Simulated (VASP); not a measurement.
# Al3Ir (P6_3/mmc) in VASP: notebook

The runs below take Al3Ir through single point, relaxation of volume and atoms at fixed shape, with LDA.

Everything below comes from runs of VASP 6.6.1. Logs are shortened: lines on timing, memory, paths and dates and some standing lists are left out, and cuts for length are marked.

## 1. The cell of the first run

It takes space group P6_3/mmc (No. 194, hexagonal). The conventional cell has a = 4.237 Å, b = 4.237 Å, c = 7.682 Å, α = 90.00°, β = 90.00°, γ = 120.00°. Within 3.2 Å of Al (site symmetry -6m2) lie 3 Ir at 2.45 Å and 6 Al at 2.78 Å. Within 3.3 Å of Al (site symmetry 3m) lie 4 Ir at 2.53 to 2.78 Å and 7 Al at 2.62 to 2.78 Å. Within 3.2 Å of Ir (site symmetry -6m2) lie 11 Al at 2.45 to 2.78 Å.

## 2. Single point, LDA

Input file INCAR:

```
ALGO = Normal
EDIFF = 1E-6
ENCUT = 520
GGA = CA
ISIF = 2
ISMEAR = 0
LASPH = True
LCHARG = False
LREAL = False
LWAVE = False
NBANDS = 28
NELM = 60
PREC = Accurate
SIGMA = 0.1
```

Input file KPOINTS:

```
k-points
0
Gamma
  7 7 4
```

Input file POSCAR:

```
Al3Ir
1.0
    4.2374795815     -0.0000028647      0.0000000000
   -2.1187373099      3.6697663980      0.0000000000
    0.0000000000      0.0000000000      7.6815932735
Al Ir
6 2
Direct
    0.0000000000      0.0000000000      0.2500000000
    0.0000000000      0.0000000000      0.7500000000
    0.3333333333      0.6666666667      0.5794630245
    0.6666666667      0.3333333333      0.0794630245
    0.6666666667      0.3333333333      0.4205369755
    0.3333333333      0.6666666667      0.9205369755
    0.3333333333      0.6666666667      0.2500000000
    0.6666666667      0.3333333333      0.7500000000
```

Potentials or basis: VASP PAW LDA potentials, release 64 (Al, Ir).

Launch:

```
$ cat potpaw_LDA.64/Al/POTCAR potpaw_LDA.64/Ir/POTCAR > POTCAR
$ mpirun -np 1 vasp_std > vasp.out
```

OUTCAR:

```text
EDIFF = 1E-6
   ENCUT = 520
   GGA = CA
   ISIF = 2
   ISMEAR = 0
   LASPH = True
   LREAL = False
   NELM = 60
   PREC = Accurate

 ion  position               nearest neighbor table
   1  0.000  0.000  0.250-   7 2.45   7 2.45   7 2.45   4 2.78   5 2.78   5 2.78   4 2.78   5 2.78
                             4 2.78
   2  0.000  0.000  0.750-   8 2.45   8 2.45   8 2.45   3 2.78   6 2.78   3 2.78   6 2.78   3 2.78
                             6 2.78
   3  0.333  0.667  0.579-   7 2.53   6 2.62   5 2.73   5 2.73   5 2.73   8 2.78   2 2.78   8 2.78
                             2 2.78   2 2.78   8 2.78
   4  0.667  0.333  0.079-   8 2.53   5 2.62   6 2.73   6 2.73   6 2.73   7 2.78   1 2.78   7 2.78
                             1 2.78   1 2.78   7 2.78
   5  0.667  0.333  0.421-   8 2.53   4 2.62   3 2.73   3 2.73   3 2.73   7 2.78   1 2.78   7 2.78
                             1 2.78   1 2.78   7 2.78
   6  0.333  0.667  0.921-   7 2.53   3 2.62   4 2.73   4 2.73   4 2.73   8 2.78   2 2.78   8 2.78
                             2 2.78   2 2.78   8 2.78
   7  0.333  0.667  0.250-   1 2.45   1 2.45   1 2.45   6 2.53   3 2.53   4 2.78   5 2.78   4 2.78
                             5 2.78   4 2.78   5 2.78
   8  0.667  0.333  0.750-   2 2.45   2 2.45   2 2.45   5 2.53   4 2.53   6 2.78   3 2.78   6 2.78
                             3 2.78   6 2.78   3 2.78

  LATTYP: Found a hexagonal cell.
 ALAT       =     4.2374795815
 C/A-ratio  =     1.8127741092

  Lattice vectors:

 A1 = (   4.2374795815,  -0.0000028647,   0.0000000000)
 A2 = (  -2.1187373099,   3.6697663980,   0.0000000000)
 A3 = (   0.0000000000,   0.0000000000,   7.6815932735)

Analysis of symmetry for initial positions (statically):
=====================================================================
 Subroutine PRICEL returns:
 Original cell was already a primitive cell.

 Routine SETGRP: Setting up the symmetry group for a
 hexagonal supercell.

 Subroutine GETGRP returns: Found 24 space group operations
 (whereof 12 operations were pure point group operations)
 out of a pool of 24 trial point group operations.

The static configuration has the point symmetry D_3d.
 The point group associated with its full space group is D_6h.

Analysis of symmetry for dynamics (positions and initial velocities):
=====================================================================
 Subroutine PRICEL returns:
 Original cell was already a primitive cell.

 Routine SETGRP: Setting up the symmetry group for a
 hexagonal supercell.

 Subroutine GETGRP returns: Found 24 space group operations
 (whereof 12 operations were pure point group operations)
 out of a pool of 24 trial point group operations.

The dynamic configuration has the point symmetry D_3d.
 The point group associated with its full space group is D_6h.

 Subroutine INISYM returns: Found 24 space group operations
 (whereof 12 operations are pure point group operations),
 and found     1 'primitive' translations

----------------------------------------------------------------------------------------

                                     Primitive cell

  volume of cell :     119.4530

  direct lattice vectors                    reciprocal lattice vectors
     4.237479581 -0.000002865  0.000000000     0.235989430  0.136248348  0.000000000
    -2.118737310  3.669766398  0.000000000     0.000000184  0.272497015  0.000000000
     0.000000000  0.000000000  7.681593273     0.000000000  0.000000000  0.130181326

  length of vectors
     4.237479582  4.237479582  7.681593273     0.272497015  0.272497015  0.130181326

  position of ions in fractional coordinates (direct lattice)
     0.000000000  0.000000000  0.250000000
     0.000000000  0.000000000  0.750000000
     0.333333333  0.666666667  0.579463025
     0.666666667  0.333333333  0.079463025
     0.666666667  0.333333333  0.420536975
     0.333333333  0.666666667  0.920536975
     0.333333333  0.666666667  0.250000000
     0.666666667  0.333333333  0.750000000

  ion indices of the primitive-cell ions
   primitive index   ion index
                 1           1
                 2           2
                 3           3
                 4           4
                 5           5
                 6           6
                 7           7
                 8           8

----------------------------------------------------------------------------------------

 KPOINTS: k-points

Automatic generation of k-mesh.
 Grid dimensions read from file:
 generate k-points for:    7    7    4

 Generating k-lattice:

  Cartesian coordinates                     Fractional coordinates (reciprocal lattice)
     0.033712776  0.019464050  0.000000000     0.142857143  0.000000000  0.000000000
     0.000000026  0.038928145  0.000000000     0.000000000  0.142857143  0.000000000
     0.000000000  0.000000000  0.032545332     0.000000000  0.000000000  0.250000000

  Length of vectors
     0.038928145  0.038928145  0.032545332

  Shift w.r.t. Gamma in fractional coordinates (k-lattice)
     0.000000000  0.000000000  0.000000000

 Subroutine IBZKPT returns following result:
 ===========================================

 Found     24 irreducible k-points:

 Following reciprocal coordinates:
            Coordinates               Weight
  0.000000  0.000000  0.000000      1.000000
  0.142857 -0.000000  0.000000      6.000000
  0.285714 -0.000000  0.000000      6.000000
  0.428571 -0.000000  0.000000      6.000000
  0.142857  0.142857  0.000000      6.000000
  0.285714  0.142857  0.000000     12.000000
[... 16 lines left out ...]
  0.428571  0.142857  0.500000      6.000000
  0.285714  0.285714  0.500000      6.000000
   k-points           NKPTS =     24   k-points in BZ     NKDIM =     24   number of bands    NBANDS=     28
   number of dos      NEDOS =    301   number of ions     NIONS =      8
   total plane-waves  NPLWV =  61440
   dimension x,y,z NGX =    32 NGY =   32 NGZ =   60
   dimension x,y,z NGXF=    64 NGYF=   64 NGZF=  120
   ions per type =               6   2
   NGX,Y,Z   is equivalent  to a cutoff of  12.55, 12.55, 12.99 a.u.
   NGXF,Y,Z  is equivalent  to a cutoff of  25.11, 25.11, 25.97 a.u.
 SYSTEM =  unknown system
   PREC   = accura    normal or accurate (medium, high low for compatibility)
   ISTART =      0    job   : 0-new  1-cont  2-samecut
   ICHARG =      2    charge: 1-file 2-atom 10-const
   ISPIN  =      1    spin polarized calculation?
   LNONCOLLINEAR =      F non collinear calculations
   LSORBIT =      F    spin-orbit coupling
   LASPH  =      T    aspherical Exc in radial PAW
   ENCUT  =  520.0 eV  38.22 Ry    6.18 a.u.   7.88  7.88 14.28*2*pi/ulx,y,z
   NELM   =     60;   NELMIN=  2; NELMDL= -5     # of ELM steps
   EDIFF  = 0.1E-05   stopping-criterion for ELM
   LREAL  =      F    real-space projection
   EDIFFG = 0.1E-04   stopping-criterion for IOM
   NSW    =      0    number of steps for IOM
   IBRION =     -1    ionic relax: 0-MD 1-quasi-New 2-CG
   NFREE  =      0    steps in history (QN), initial steepest desc. (CG)
   ISIF   =      2    stress and relaxation
   ISYM   =      2    0-nonsym 1-usesym 2-fastsym
   POTIM  = 0.5000    time-step for ionic-motion
   TEBEG  =    0.0;   TEEND  =   0.0 temperature during run
   PSTRESS=    0.0 pullay stress
   NELECT =      36.0000    total number of electrons
   NUPDOWN=      -1.0000    fix difference up-down
   EMIN   =  10.00;   EMAX   =-10.00  energy-range for DOS
   EFERMI =   0.00;   METHOD = LEGACY
   ISMEAR =     0;   SIGMA  =   0.10  broadening in eV -4-tet -1-fermi 0-gaus
   EFERMI_NEDOS =   21; number of points for ismear=-14 and -15
   IALGO  =     38    algorithm
   IMIX   =      4    mixing-type and parameters
     AMIX     =   0.40;   BMIX     =  1.00
     AMIX_MAG =   1.60;   BMIX_MAG =  1.00
  volume/ion in A,a.u.               =      14.93       100.76
  Fermi-wavevector in a.u.,A,eV,Ry     =   1.097598  2.074159 16.391227  1.204721
  Thomas-Fermi vector in A             =   2.233961
   LORBIT       =      0    0 simple, 1 ext, 2 COOP (PROOUT), +10 PAW based schemes
   GGA     = CA    functional components
   LHFCALC =     F    Hartree Fock is set to
   AEXX    =    0.0000 exact exchange contribution
   IVDW    =     0    specifies the selected vdW correction
   LEPSILON=     F    determine dielectric tensor
   LRPA    =     F    only Hartree local field effects (RPA)
 non-spin polarized calculation
 Gauss-broadening in eV      SIGMA  =   0.10
  energy-cutoff  :      520.00
  volume of cell :      119.45
 maximum number of plane-waves:      3232
 NGX is ok and might be reduce to    32
   NGX = 15   NGY = 15   NGZ = 29

 number of electron      35.9999999 magnetization

 Free energy of the ion-electron system (eV)
  ---------------------------------------------------
  ext. energy  EPLUGINS =         0.00000000
  ---------------------------------------------------
  free energy    TOTEN  =       -51.22347541 eV

  energy without entropy =      -51.21324324  energy(sigma->0) =      -51.21835932

 E-fermi :   9.3346     XC(G=0): -11.3858

 val. band max:        9.2779609032   @ k =   0.4286  -0.0000   0.0000
 cond. band min:       9.3567165983   @ k =   0.2857   0.2857   0.2500
 fundamental gap:      0.0787556950
 Fermi energy:         9.3345533069

 k-point     1 :       0.0000    0.0000    0.0000
  band No.  band energies     occupation
      1      -2.5665      2.00000
      2      -0.6678      2.00000
      3       0.7831      2.00000
      4       3.4093      2.00000
      5       3.9866      2.00000
      6       3.9866      2.00000
[... 20 lines left out ...]
     27      12.3553      0.00000
     28      12.6191      0.00000

 k-point     2 :       0.1429   -0.0000    0.0000
  band No.  band energies     occupation
      1      -2.3203      2.00000
      2      -0.4063      2.00000
      3       0.9376      2.00000
      4       3.4507      2.00000
      5       3.6558      2.00000
      6       3.8409      2.00000
[... 20 lines left out ...]
     27      13.0469      0.00000
     28      13.7180      0.00000

 k-point     3 :       0.2857   -0.0000    0.0000
  band No.  band energies     occupation
      1      -1.6020      2.00000
      2       0.3427      2.00000
      3       1.3905      2.00000
      4       2.5140      2.00000
      5       3.2303      2.00000
      6       3.9248      2.00000
[... 20 lines left out ...]
     27      14.1438      0.00000
     28      14.1714      0.00000

 k-point     4 :       0.4286   -0.0000    0.0000
  band No.  band energies     occupation
      1      -0.5075      2.00000
      2       1.1178      2.00000
      3       1.3788      2.00000
      4       2.1004      2.00000
      5       2.7135      2.00000
      6       3.0089      2.00000
[... 20 lines left out ...]
     27      14.0123      0.00000
     28      15.7717      0.00000

 k-point     5 :       0.1429    0.1429    0.0000
  band No.  band energies     occupation
      1      -1.8372      2.00000
      2       0.1016      2.00000
      3       1.2417      2.00000
      4       3.0652      2.00000
      5       3.1826      2.00000
      6       3.8180      2.00000
[... 20 lines left out ...]
     27      13.4412      0.00000
     28      14.4166      0.00000

 k-point     6 :       0.2857    0.1429    0.0000
  band No.  band energies     occupation
      1      -0.9149      2.00000
      2       1.0265      2.00000
      3       1.8272      2.00000
      4       1.9440      2.00000
      5       2.7289      2.00000
      6       3.5435      2.00000
[... 463 lines left out ...]
      5       3.2418      2.00000
      6       3.2418      2.00000
[... 20 lines left out ...]
     27      13.4786      0.00000
     28      13.4786      0.00000

 k-point    22 :       0.2857    0.1429    0.5000
  band No.  band energies     occupation
      1      -0.2933      2.00000
      2      -0.2933      2.00000
      3       2.2777      2.00000
      4       2.2777      2.00000
      5       3.0116      2.00000
      6       3.0116      2.00000
[... 20 lines left out ...]
     27      14.3125      0.00000
     28      14.3125      0.00000

 k-point    23 :       0.4286    0.1429    0.5000
  band No.  band energies     occupation
      1       0.6922      2.00000
      2       0.6922      2.00000
      3       1.2863      2.00000
      4       1.2863      2.00000
      5       2.9598      2.00000
      6       2.9598      2.00000
[... 20 lines left out ...]
     27      15.6956      0.00000
     28      15.6957      0.00000

 k-point    24 :       0.2857    0.2857    0.5000
  band No.  band energies     occupation
      1       0.7430      2.00000
      2       0.7430      2.00000
      3       1.8679      2.00000
      4       1.8679      2.00000
      5       2.3328      2.00000
      6       2.3328      2.00000
[... 20 lines left out ...]
     27      15.1753      0.00000
     28      15.1755      0.00000

------------------------ aborting loop because EDIFF is reached ----------------------------------------

  FORCE on cell =-STRESS in cart. coord.  units (eV):
  Direction    XX          YY          ZZ          XY          YZ          ZX
  --------------------------------------------------------------------------------------
  -------------------------------------------------------------------------------------
  Total        0.4361997      0.4361997      0.2522669     -0.0000000      0.0000000      0.0000000
  in kB        5.8505784      5.8505784      3.3835581     -0.0000000      0.0000000      0.0000000
  external PRESSURE =       5.0282383 kB  Pullay stress =       0.0000000 kB

 VOLUME and BASIS-vectors are now :
 -----------------------------------------------------------------------------
  energy-cutoff  :      520.00
  volume of cell :      119.45
      direct lattice vectors                 reciprocal lattice vectors
     4.237479581 -0.000002865  0.000000000     0.235989430  0.136248348  0.000000000
    -2.118737310  3.669766398  0.000000000     0.000000184  0.272497015  0.000000000
     0.000000000  0.000000000  7.681593273     0.000000000  0.000000000  0.130181326

 POSITION                                       TOTAL-FORCE (eV/Angst)
 -----------------------------------------------------------------------------------
      0.00000      0.00000      1.92040        -0.000000      0.000000      0.000000
      0.00000      0.00000      5.76119         0.000000     -0.000000      0.000000
      0.00000      2.44651      4.45120        -0.000000     -0.000000      0.005100
      2.11874      1.22325      0.61040        -0.000000     -0.000000      0.005100
      2.11874      1.22325      3.23039        -0.000000     -0.000000     -0.005100
      0.00000      2.44651      7.07119        -0.000000     -0.000000     -0.005100
      0.00000      2.44651      1.92040        -0.000000     -0.000000      0.000000
      2.11874      1.22325      5.76119         0.000000     -0.000000      0.000000
 -----------------------------------------------------------------------------------
    total drift:                               -0.000000      0.000000      0.000000

  FREE ENERGIE OF THE ION-ELECTRON SYSTEM (eV)
  ---------------------------------------------------
  free  energy   TOTEN  =       -51.2234754054 eV

  energy  without entropy=      -51.2132432412  energy(sigma->0) =      -51.21835932
```

It took 54 s on 1 thread of Intel Xeon Platinum 8488C (Sapphire Rapids), shared host; peak memory 0.23 GiB.

Results:

| Item | Value |
| --- | --- |
| Free energy | -51.2235 eV |
| Pressure | 0.5 GPa |
| Largest force | 0.005 eV/Å |
| Band gap on the k mesh | zero (band 18 reaches 10.35 eV, above the bottom of band 19 at 9.08 eV) |

Forces on the atoms (eV/Å):
```
Al   0.000  0.000  0.000
Al   0.000  0.000  0.000
Al   0.000  0.000  0.005
Al   0.000  0.000  0.005
Al   0.000  0.000 -0.005
Al   0.000  0.000 -0.005
Ir   0.000  0.000  0.000
Ir   0.000  0.000  0.000
```

Caveat: spin-orbit coupling is left out, which moves the levels of the heavy elements.

## 3. Relaxation of volume and atoms at fixed shape, LDA

This run uses another cell than the first one, of 15.28 Å³/atom, 1.023 times its volume.

Input file INCAR:

```
PREC     = Accurate       # precision mode
ENCUT    = 600            # plane-wave cutoff, eV
EDIFF    = 1E-7           # SCF threshold, eV
ISMEAR   = 0              # smearing method
SIGMA    = 0.1            # smearing width, eV
LREAL    = False          # projectors in reciprocal space
LASPH    = True           # aspherical terms in the spheres
NELM     = 60             # most SCF steps
ALGO     = Normal         # electronic algorithm
ISIF     = 8              # what is computed and relaxed
LWAVE    = False          # write WAVECAR
LCHARG   = False          # write CHGCAR
IBRION   = 2              # ionic algorithm
NSW      = 80             # ionic steps
EDIFFG   = -0.01          # ionic threshold
```

Input file KPOINTS:

```
regular mesh
0
Gamma
  7 7 4
```

Input file POSCAR:

```
Al3Ir
1.0
    4.2701300000      0.0000000000      0.0000000000
   -2.1350600000      3.6980400000      0.0000000000
    0.0000000000      0.0000000000      7.7407800000
Al Ir
6 2
Direct
    0.0000000000      0.0000000000      0.2500000000
    0.0000000000      0.0000000000      0.7500000000
    0.3333333333      0.6666666667      0.5798900000
    0.6666666667      0.3333333333      0.0798900000
    0.6666666667      0.3333333333      0.4201100000
    0.3333333333      0.6666666667      0.9201100000
    0.3333333333      0.6666666667      0.2500000000
    0.6666666667      0.3333333333      0.7500000000
```

Potentials or basis: VASP PAW LDA potentials, release 64 (Al, Ir).

Launch:

```
$ cat potpaw_LDA.64/Al/POTCAR potpaw_LDA.64/Ir/POTCAR > POTCAR
$ mpirun -np 1 vasp_std > vasp.out
```

Run time: 7.5 min. Hardware: 1 thread of Intel Xeon 8259CL, shared host; peak memory 0.28 GiB.

The run converged. Its results:

```
Free energy                            : -51.2247 eV
Relaxed volume                         : 14.97 Å³/atom
Relaxed cell                           : a = 4.241 Å, b = 4.241 Å, c = 7.689 Å, α = 90.00°, β = 90.00°, γ = 120.00°
Space group after relaxing (to 0.05 Å) : P6_3/mmc (No. 194)
Energy gained by relaxing              : 3.1 meV/atom
Ionic steps                            : 5
Pressure after relaxing                : 0.1 GPa
Largest force after relaxing           : 0.009 eV/Å
Band gap on the k mesh                 : zero (band 18 reaches 10.30 eV, above the bottom of band 19 at 9.05 eV)
```

Forces on the atoms (eV/Å):
```
Al   0.000  0.000  0.000
Al   0.000  0.000  0.000
Al   0.000  0.000 -0.009
Al   0.000  0.000 -0.009
Al   0.000  0.000  0.009
Al   0.000  0.000  0.009
Ir   0.000  0.000  0.000
Ir   0.000  0.000  0.000
```

Stress tensor (GPa, compression positive):
```
 0.12  0.00  0.00
 0.00  0.12  0.00
 0.00  0.00 -0.08
```

The path:
```csv
step,energy change (eV),largest force (eV/Å),pressure (GPa),volume (Å³)
1,0.0000,0.0531,-3.20,122.24
2,0.0134,0.0013,4.32,116.92
3,-0.0247,0.0300,-0.01,119.83
4,-0.0247,0.0296,0.06,119.78
5,-0.0248,0.0090,0.05,119.78
```

Final structure:
```yaml
crystal:
  lattice:
    - [4.24139, 0.00000, 0.00000]
    - [-2.12069, 3.67315, 0.00000]
    - [0.00000, 0.00000, 7.68868]
  atoms:
    - { symbol: Al, position: [0.00000, 0.00000, 0.25000] }
    - { symbol: Al, position: [0.00000, 0.00000, 0.75000] }
    - { symbol: Al, position: [0.33333, 0.66667, 0.57957] }
    - { symbol: Al, position: [0.66667, 0.33333, 0.07957] }
    - { symbol: Al, position: [0.66667, 0.33333, 0.42043] }
    - { symbol: Al, position: [0.33333, 0.66667, 0.92043] }
    - { symbol: Ir, position: [0.33333, 0.66667, 0.25000] }
    - { symbol: Ir, position: [0.66667, 0.33333, 0.75000] }
```

Levels at points of the mesh, in eV from the Fermi level:
```tsv
k point	band 14	band 15	band 16	band 17	band 18	band 19	band 20	band 21	band 22	band 23
(0.00, 0.00, 0.00)	-1.55	-0.51	-0.51	0.20	1.00	1.50	1.50	2.49	2.49	2.84
(0.00, 0.00, 0.50)	-3.30	0.12	0.12	0.12	0.12	0.51	0.51	2.90	2.90	2.90
```

Caveat: spin-orbit coupling is left out, which moves the levels of the heavy elements.
